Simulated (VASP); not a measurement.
# Cs2Sn6W (Fm-3m) in VASP: single point with PBEsol+U

Aim: the single point of Cs2Sn6W with PBEsol+U.

All numbers are computed with VASP 6.6.1; they aren't measurements. Logs are shortened: lines on timing, memory, paths and dates and some standing lists are left out, and cuts for length are marked.

### Step 1. The cell of the first run

The structure is cubic, space group Fm-3m (No. 225). The conventional cell has a = 10.279 Å, b = 10.279 Å, c = 10.279 Å, α = 90.00°, β = 90.00°, γ = 90.00°. W (site symmetry m-3m) has 6 Sn at 2.38 Å within 3.1 Å. Cs (site symmetry -43m) has 12 Sn at 3.64 Å and 4 W at 4.45 Å within 4.8 Å. Within 3.1 Å of Sn (site symmetry 4mm) lie 1 W at 2.38 Å.

### Step 2. Single point, PBEsol+U

Contents of INCAR:

```
PREC = Accurate
ENCUT = 520
EDIFF = 1E-7
ISMEAR = 0
SIGMA = 0.2454
LREAL = F
LASPH = T
NELM = 150
ALGO = Normal
ISIF = 2
LWAVE = F
LCHARG = T
LMAXMIX = 4
LDAU = T
LDAUTYPE = 2
LDAUL = 2 -1 -1
LDAUU = 3.3 0 0
LDAUJ = 0 0 0
LDAUPRINT = 1
GGA = PS
LELF = T
LVHAR = T
NBANDS = 68
```

Contents of KPOINTS:

```
Automatic mesh
0
Gamma
  6 6 6
```

Contents of POSCAR:

```
Cs2Sn6W
1.0
    0.0000000000      5.1396850000      5.1396850000
    5.1396850000      0.0000000000      5.1396850000
    5.1396850000      5.1396850000      0.0000000000
W Cs Sn
1 2 6
Direct
    0.0000000000      0.0000000000      0.0000000000
    0.2500000000      0.2500000000      0.2500000000
    0.7500000000      0.7500000000      0.7500000000
    0.2312000000      0.7688000000      0.7688000000
    0.7688000000      0.2312000000      0.7688000000
    0.7688000000      0.2312000000      0.2312000000
    0.2312000000      0.7688000000      0.2312000000
    0.7688000000      0.7688000000      0.2312000000
    0.2312000000      0.2312000000      0.7688000000
```

Potentials or basis: VASP PAW PBE potentials, release 64 (W_sv, Cs_sv, Sn_d).

The run is started by

```sh
> cat potpaw_PBE.64/W_sv/POTCAR potpaw_PBE.64/Cs_sv/POTCAR potpaw_PBE.64/Sn_d/POTCAR > POTCAR
> mpirun -np 1 vasp_std > vasp.out
```

OUTCAR:

```text
PREC = Accurate
   ENCUT = 520
   EDIFF = 1E-7
   ISMEAR = 0
   LREAL = F
   LASPH = T
   NELM = 150
   ISIF = 2
   GGA = PS

 ion  position               nearest neighbor table
   1  0.000  0.000  0.000-   4 2.38   5 2.38   6 2.38   7 2.38   8 2.38   9 2.38
   2  0.250  0.250  0.250-
   3  0.750  0.750  0.750-
   4  0.231  0.769  0.769-   1 2.38   5 3.36   7 3.36   8 3.36   9 3.36
   5  0.769  0.231  0.769-   1 2.38   4 3.36   6 3.36   8 3.36   9 3.36
   6  0.769  0.231  0.231-   1 2.38   5 3.36   7 3.36   8 3.36   9 3.36
   7  0.231  0.769  0.231-   1 2.38   4 3.36   6 3.36   8 3.36   9 3.36
   8  0.769  0.769  0.231-   1 2.38   4 3.36   5 3.36   6 3.36   7 3.36
   9  0.231  0.231  0.769-   1 2.38   4 3.36   5 3.36   6 3.36   7 3.36

  LATTYP: Found a face centered cubic cell.
 ALAT       =    10.2793700000

  Lattice vectors:

 A1 = (   0.0000000000,   5.1396850000,   5.1396850000)
 A2 = (   5.1396850000,   0.0000000000,   5.1396850000)
 A3 = (   5.1396850000,   5.1396850000,   0.0000000000)

Analysis of symmetry for initial positions (statically):
=====================================================================
 Subroutine PRICEL returns:
 Original cell was already a primitive cell.

 Routine SETGRP: Setting up the symmetry group for a
 face centered cubic supercell.

 Subroutine GETGRP returns: Found 48 space group operations
 (whereof 48 operations were pure point group operations)
 out of a pool of 48 trial point group operations.

The static configuration has the point symmetry O_h .

Analysis of symmetry for dynamics (positions and initial velocities):
=====================================================================
 Subroutine PRICEL returns:
 Original cell was already a primitive cell.

 Routine SETGRP: Setting up the symmetry group for a
 face centered cubic supercell.

 Subroutine GETGRP returns: Found 48 space group operations
 (whereof 48 operations were pure point group operations)
 out of a pool of 48 trial point group operations.

The dynamic configuration has the point symmetry O_h .

 Subroutine INISYM returns: Found 48 space group operations
 (whereof 48 operations are pure point group operations),
 and found     1 'primitive' translations

----------------------------------------------------------------------------------------

                                     Primitive cell

  volume of cell :     271.5436

  direct lattice vectors                    reciprocal lattice vectors
     0.000000000  5.139685000  5.139685000    -0.097282226  0.097282226  0.097282226
     5.139685000  0.000000000  5.139685000     0.097282226 -0.097282226  0.097282226
     5.139685000  5.139685000  0.000000000     0.097282226  0.097282226 -0.097282226

  length of vectors
     7.268612233  7.268612233  7.268612233     0.168497759  0.168497759  0.168497759

  position of ions in fractional coordinates (direct lattice)
     0.000000000  0.000000000  0.000000000
     0.250000000  0.250000000  0.250000000
     0.750000000  0.750000000  0.750000000
     0.231200000  0.768800000  0.768800000
     0.768800000  0.231200000  0.768800000
     0.768800000  0.231200000  0.231200000
     0.231200000  0.768800000  0.231200000
     0.768800000  0.768800000  0.231200000
     0.231200000  0.231200000  0.768800000

  ion indices of the primitive-cell ions
   primitive index   ion index
                 1           1
                 2           2
                 3           3
                 4           4
                 5           5
                 6           6
                 7           7
                 8           8
                 9           9

----------------------------------------------------------------------------------------

 KPOINTS: Automatic mesh

Automatic generation of k-mesh.
 Grid dimensions read from file:
 generate k-points for:    6    6    6

 Generating k-lattice:

  Cartesian coordinates                     Fractional coordinates (reciprocal lattice)
    -0.016213704  0.016213704  0.016213704     0.166666667  0.000000000  0.000000000
     0.016213704 -0.016213704  0.016213704     0.000000000  0.166666667  0.000000000
     0.016213704  0.016213704 -0.016213704     0.000000000  0.000000000  0.166666667

  Length of vectors
     0.028082960  0.028082960  0.028082960

  Shift w.r.t. Gamma in fractional coordinates (k-lattice)
     0.000000000  0.000000000  0.000000000

 Subroutine IBZKPT returns following result:
 ===========================================

 Found     16 irreducible k-points:

 Following reciprocal coordinates:
            Coordinates               Weight
  0.000000  0.000000  0.000000      1.000000
  0.166667  0.000000  0.000000      8.000000
  0.333333  0.000000  0.000000      8.000000
  0.500000  0.000000  0.000000      4.000000
  0.166667  0.166667  0.000000      6.000000
  0.333333  0.166667  0.000000     24.000000
[... 8 lines left out ...]
 -0.333333  0.333333  0.166667     24.000000
 -0.333333  0.500000  0.166667     12.000000
   k-points           NKPTS =     16   k-points in BZ     NKDIM =     16   number of bands    NBANDS=     68
   number of dos      NEDOS =    301   number of ions     NIONS =      9
   total plane-waves  NPLWV = 157464
   dimension x,y,z NGX =    54 NGY =   54 NGZ =   54
   dimension x,y,z NGXF=   108 NGYF=  108 NGZF=  108
   ions per type =               1   2   6
   NGX,Y,Z   is equivalent  to a cutoff of  12.35, 12.35, 12.35 a.u.
   NGXF,Y,Z  is equivalent  to a cutoff of  24.70, 24.70, 24.70 a.u.
 SYSTEM =  unknown system
   PREC   = accura    normal or accurate (medium, high low for compatibility)
   ISTART =      0    job   : 0-new  1-cont  2-samecut
   ICHARG =      2    charge: 1-file 2-atom 10-const
   ISPIN  =      1    spin polarized calculation?
   LNONCOLLINEAR =      F non collinear calculations
   LSORBIT =      F    spin-orbit coupling
   LASPH  =      T    aspherical Exc in radial PAW
   ENCUT  =  520.0 eV  38.22 Ry    6.18 a.u.  13.51 13.51 13.51*2*pi/ulx,y,z
   NELM   =    150;   NELMIN=  2; NELMDL= -5     # of ELM steps
   EDIFF  = 0.1E-06   stopping-criterion for ELM
   LREAL  =      F    real-space projection
   EDIFFG = 0.1E-05   stopping-criterion for IOM
   NSW    =      0    number of steps for IOM
   IBRION =     -1    ionic relax: 0-MD 1-quasi-New 2-CG
   NFREE  =      0    steps in history (QN), initial steepest desc. (CG)
   ISIF   =      2    stress and relaxation
   ISYM   =      2    0-nonsym 1-usesym 2-fastsym
   POTIM  = 0.5000    time-step for ionic-motion
   TEBEG  =    0.0;   TEEND  =   0.0 temperature during run
   PSTRESS=    0.0 pullay stress
   NELECT =     116.0000    total number of electrons
   NUPDOWN=      -1.0000    fix difference up-down
   EMIN   =  10.00;   EMAX   =-10.00  energy-range for DOS
   EFERMI =   0.00;   METHOD = LEGACY
   ISMEAR =     0;   SIGMA  =   0.25  broadening in eV -4-tet -1-fermi 0-gaus
   EFERMI_NEDOS =   21; number of points for ismear=-14 and -15
   IALGO  =     38    algorithm
   IMIX   =      4    mixing-type and parameters
     AMIX     =   0.40;   BMIX     =  1.00
     AMIX_MAG =   1.60;   BMIX_MAG =  1.00
  volume/ion in A,a.u.               =      30.17       203.61
  Fermi-wavevector in a.u.,A,eV,Ry     =   1.232956  2.329949 20.683319  1.520181
  Thomas-Fermi vector in A             =   2.367706
   LORBIT       =      0    0 simple, 1 ext, 2 COOP (PROOUT), +10 PAW based schemes
 LDA+U is selected, type is set to LDAUTYPE =  2
   angular momentum for each species LDAUL =     2   -1   -1
   U (eV)           for each species LDAUU =   3.3  0.0  0.0
   J (eV)           for each species LDAUJ =   0.0  0.0  0.0
   GGA     = PS    functional components
   LHFCALC =     F    Hartree Fock is set to
   AEXX    =    0.0000 exact exchange contribution
   IVDW    =     0    specifies the selected vdW correction
   LEPSILON=     F    determine dielectric tensor
   LRPA    =     F    only Hartree local field effects (RPA)
 non-spin polarized calculation
 Gauss-broadening in eV      SIGMA  =   0.25
  energy-cutoff  :      520.00
  volume of cell :      271.54
 maximum number of plane-waves:      7391
   NGX = 27   NGY = 27   NGZ = 27

atom =   1  type =  1  l = 2

 onsite density matrix

spin component  1

  0.3081 -0.0000 -0.0000 -0.0000  0.0000
 -0.0000  0.3081  0.0000 -0.0000  0.0000
 -0.0000  0.0000  0.5734  0.0000 -0.0000
 -0.0000 -0.0000  0.0000  0.3081 -0.0000
  0.0000  0.0000 -0.0000 -0.0000  0.5734

spin component  2

  0.3081 -0.0000 -0.0000 -0.0000  0.0000
 -0.0000  0.3081  0.0000 -0.0000  0.0000
 -0.0000  0.0000  0.5734  0.0000 -0.0000
 -0.0000 -0.0000  0.0000  0.3081 -0.0000
  0.0000  0.0000 -0.0000 -0.0000  0.5734

 occupancies and eigenvectors

  o =  0.3081  v =  1.0000  0.0000  0.0000  0.0000  0.0000  0.0000  0.0000  0.0000  0.0000  0.0000      0.0000  0.0000  0.0000  0.0000  0.0000  0.0000  0.0000  0.0000  0.0000  0.0000
  o =  0.3081  v =  0.0000  0.0000  0.0000  0.0000  0.0000  1.0000  0.0000  0.0000  0.0000  0.0000      0.0000  0.0000  0.0000  0.0000  0.0000  0.0000  0.0000  0.0000  0.0000  0.0000
  o =  0.3081  v =  0.0000  0.6175 -0.0000  0.7866  0.0000  0.0000  0.0000  0.0000  0.0000  0.0000      0.0000  0.0000  0.0000  0.0000  0.0000  0.0000  0.0000  0.0000  0.0000  0.0000
  o =  0.3081  v =  0.0000  0.7866  0.0000 -0.6175  0.0000  0.0000  0.0000  0.0000  0.0000  0.0000      0.0000  0.0000  0.0000  0.0000  0.0000  0.0000  0.0000  0.0000  0.0000  0.0000
  o =  0.3081  v =  0.0000  0.0000  0.0000  0.0000  0.0000  0.0000  0.6175 -0.0000  0.7866  0.0000      0.0000  0.0000  0.0000  0.0000  0.0000  0.0000  0.0000  0.0000  0.0000  0.0000
  o =  0.3081  v =  0.0000  0.0000  0.0000  0.0000  0.0000  0.0000  0.7866  0.0000 -0.6175  0.0000      0.0000  0.0000  0.0000  0.0000  0.0000  0.0000  0.0000  0.0000  0.0000  0.0000
  o =  0.5734  v =  0.0000  0.0000  0.0000  0.0000  0.0000  0.0000  0.0000  0.9993  0.0000 -0.0382      0.0000  0.0000  0.0000  0.0000  0.0000  0.0000  0.0000  0.0000  0.0000  0.0000
  o =  0.5734  v =  0.0000  0.0000  0.9993  0.0000 -0.0382  0.0000  0.0000  0.0000  0.0000  0.0000      0.0000  0.0000  0.0000  0.0000  0.0000  0.0000  0.0000  0.0000  0.0000  0.0000
  o =  0.5734  v =  0.0000  0.0000  0.0000  0.0000  0.0000  0.0000 -0.0000  0.0382  0.0000  0.9993      0.0000  0.0000  0.0000  0.0000  0.0000  0.0000  0.0000  0.0000  0.0000  0.0000
  o =  0.5734  v =  0.0000 -0.0000  0.0382  0.0000  0.9993  0.0000  0.0000  0.0000  0.0000  0.0000      0.0000  0.0000  0.0000  0.0000  0.0000  0.0000  0.0000  0.0000  0.0000  0.0000

 number of electron     115.9999956 magnetization

 Free energy of the ion-electron system (eV)
  ---------------------------------------------------
  ext. energy  EPLUGINS =         0.00000000
  ---------------------------------------------------
  free energy    TOTEN  =       -30.21191749 eV

  energy without entropy =      -30.02537772  energy(sigma->0) =      -30.11864760

 E-fermi :   5.9232     XC(G=0):  -9.9113

 val. band max:        5.8992358116   @ k =   0.5000   0.5000   0.0000
 cond. band min:       5.9245432151   @ k =   0.5000   0.3333   0.1667
 fundamental gap:      0.0253074035
 Fermi energy:         5.9231723176

 k-point     1 :       0.0000    0.0000    0.0000
  band No.  band energies     occupation
      1     -67.6586      2.00000
      2     -32.3038      2.00000
      3     -32.3038      2.00000
      4     -32.3038      2.00000
      5     -16.0083      2.00000
      6     -16.0022      2.00000
[... 60 lines left out ...]
     67       9.7231      0.00000
     68      10.1515      0.00000

 k-point     2 :       0.1667    0.0000    0.0000
  band No.  band energies     occupation
      1     -67.6585      2.00000
      2     -32.3038      2.00000
      3     -32.3038      2.00000
      4     -32.3038      2.00000
      5     -16.0036      2.00000
      6     -15.9982      2.00000
[... 983 lines left out ...]
     67       8.7142      0.00000
     68       8.8300      0.00000

 k-point    16 :      -0.3333    0.5000    0.1667
  band No.  band energies     occupation
      1     -67.6585      2.00000
      2     -32.3038      2.00000
      3     -32.3038      2.00000
      4     -32.3038      2.00000
      5     -15.9820      2.00000
      6     -15.9809      2.00000
[... 60 lines left out ...]
     67       8.5446      0.00000
     68       8.7201      0.00000

------------------------ aborting loop because EDIFF is reached ----------------------------------------

  FORCE on cell =-STRESS in cart. coord.  units (eV):
  Direction    XX          YY          ZZ          XY          YZ          ZX
  --------------------------------------------------------------------------------------
  -------------------------------------------------------------------------------------
  Total       25.1145864     25.1145864     25.1145864      0.0000000     -0.0000000      0.0000000
  in kB      148.1825652    148.1825652    148.1825652      0.0000000     -0.0000000      0.0000000
  external PRESSURE =     148.1825652 kB  Pullay stress =       0.0000000 kB

 VOLUME and BASIS-vectors are now :
 -----------------------------------------------------------------------------
  energy-cutoff  :      520.00
  volume of cell :      271.54
      direct lattice vectors                 reciprocal lattice vectors
     0.000000000  5.139685000  5.139685000    -0.097282226  0.097282226  0.097282226
     5.139685000  0.000000000  5.139685000     0.097282226 -0.097282226  0.097282226
     5.139685000  5.139685000  0.000000000     0.097282226  0.097282226 -0.097282226

 POSITION                                       TOTAL-FORCE (eV/Angst)
 -----------------------------------------------------------------------------------
      0.00000      0.00000      0.00000        -0.000000      0.000000     -0.000000
      2.56984      2.56984      2.56984        -0.000000     -0.000000     -0.000000
      7.70953      7.70953      7.70953         0.000000     -0.000000     -0.000000
      7.90278      5.13969      5.13969        -5.431770      0.000000     -0.000000
      5.13969      7.90278      5.13969        -0.000000     -5.431770     -0.000000
      2.37659      5.13969      5.13969         5.431770      0.000000     -0.000000
      5.13969      2.37659      5.13969        -0.000000      5.431770     -0.000000
      5.13969      5.13969      7.90278        -0.000000      0.000000     -5.431770
      5.13969      5.13969      2.37659        -0.000000      0.000000      5.431770
 -----------------------------------------------------------------------------------
    total drift:                                0.000000      0.000000      0.000000

  FREE ENERGIE OF THE ION-ELECTRON SYSTEM (eV)
  ---------------------------------------------------
  free  energy   TOTEN  =       -30.2119174918 eV

  energy  without entropy=      -30.0253777171  energy(sigma->0) =      -30.11864760
```

Wall time 10 min (1 thread of Intel Xeon 8259CL, shared host); peak memory 0.56 GiB.

Results:

| Property | Result |
| --- | --- |
| Free energy | -30.2119 eV |
| Pressure | 14.8 GPa |
| Largest force | 5.432 eV/Å |
| Band gap on the k mesh | zero (bands 58 and 59 overlap by 1.45 eV) |

Forces in eV/Å, atoms in the order of the input:
```
W    0.000  0.000  0.000
Cs   0.000  0.000  0.000
Cs   0.000  0.000  0.000
Sn  -5.432  0.000  0.000
Sn   0.000 -5.432  0.000
Sn   5.432  0.000  0.000
Sn   0.000  5.432  0.000
Sn   0.000  0.000 -5.432
Sn   0.000  0.000  5.432
```

Eigenvalues of the final occupation matrices:
```
    site  spin  trace               eigenvalues
site 1 d     1   2.07  0.31 0.31 0.31 0.57 0.57
site 1 d     2   2.07  0.31 0.31 0.31 0.57 0.57
```

Caveat: the cell stands under pressure; the PAW data sets were made with another functional, which shifts forces and pressure a little; spin-orbit coupling is left out, which moves the levels of the heavy elements; U without spin polarisation on a metal has little footing; the U is typed as a test and isn't derived for this compound.

The gap in the log of VASP goes by the Fermi energy; the results here count the filled bands.